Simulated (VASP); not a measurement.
CdS, 2 atoms in the cell. It takes space group P3m1 (No. 156, trigonal). Conventional cell: a = 4.128 Å, b = 4.128 Å, c = 6.185 Å, α = 90.00°, β = 90.00°, γ = 120.00°. Within 3.1 Å of Cd (site symmetry 3m) lie 3 S at 2.38 Å. S (site symmetry 3m) has 3 Cd at 2.38 Å within 3.1 Å.  This cell differs from its parent crystal: ratio of the length along z to the lengths across it x 1.1, volume and fractional coordinates fixed.

- Program: VASP 6.6.1
- Task: single point
- Functional: PBEsol
- Potentials or basis: VASP PAW PBE potentials, release 64 (Cd_sv_GW, S)
- Cutoff: 540 eV
- k mesh: 9 × 9 × 6
- Occupations: gaussian, width 0.05 eV
- Spin: no spin polarisation
- Dipole correction: no
- Second run: valence_matched
- Further INCAR settings: ALGO = Normal; EDIFF = 1e-06; NBANDS = 20

Potentials or basis: VASP PAW PBE potentials, release 64 (Cd_sv_GW, S).

Run with:

```bash
$ cat potpaw_PBE.64/Cd_sv_GW/POTCAR potpaw_PBE.64/S/POTCAR > POTCAR
$ mpirun -np 1 vasp_std > vasp.out
```

Hardware: 1 thread of AMD EPYC 9R45 (Zen 5) (shared host).

**Question.** Estimate the wall time of this run.

**Answer.** It took 110 s on 1 thread of AMD EPYC 9R45 (Zen 5), on a shared host, peak memory 0.26 GiB. Counts: scf iterations 14, k points 62.
